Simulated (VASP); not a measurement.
A run of VASP 6.6.1:

File INCAR:

```
SYSTEM = Fe
PREC = Accurate ; ENCUT = 600
EDIFF = 1E-6 ; ISMEAR = 0
SIGMA = 0.1 ; LREAL = .FALSE.
LASPH = .TRUE. ; NELM = 200
ALGO = Normal ; ISIF = 2
LWAVE = .FALSE. ; LCHARG = .FALSE.
ISPIN = 2 ; MAGMOM = 2.87 2.87 2.87 2.87
LORBIT = 11 ; LMAXMIX = 4
GGA = PE ; NBANDS = 28
GGA_COMPAT = .FALSE.
```

File KPOINTS:

```
regular mesh
0
G
  18 18 5
  0 0 0
```

File POSCAR:

```
Fe
1.0
    2.5349135889      0.0000000000      0.0000000000
   -1.2674567944      2.1952995644      0.0000000000
    0.0000000000      0.0000000000      8.6621759749
Fe
4
Direct
    0.0000000000      0.0000000000      0.0000000000
    0.3333333333      0.6666666667      0.2500000000
    0.0000000000      0.0000000000      0.5000000000
    0.6666666667      0.3333333333      0.7500000000
```

Potentials or basis: VASP PAW PBE potentials, release 64 (Fe).

The run is started by

```sh
$ cat potpaw_PBE.64/Fe/POTCAR > POTCAR
$ mpirun -np 1 vasp_std > vasp.out
```

Hardware: 1 thread of Oxide Virtual Turin-like Processor (shared host).

Q: How long does it take, and how much memory?

A: Run time: 5.9 min on 1 thread of Oxide Virtual Turin-like Processor, on a shared host, peak memory 0.33 GiB. Counts: scf iterations 17, k points 111.
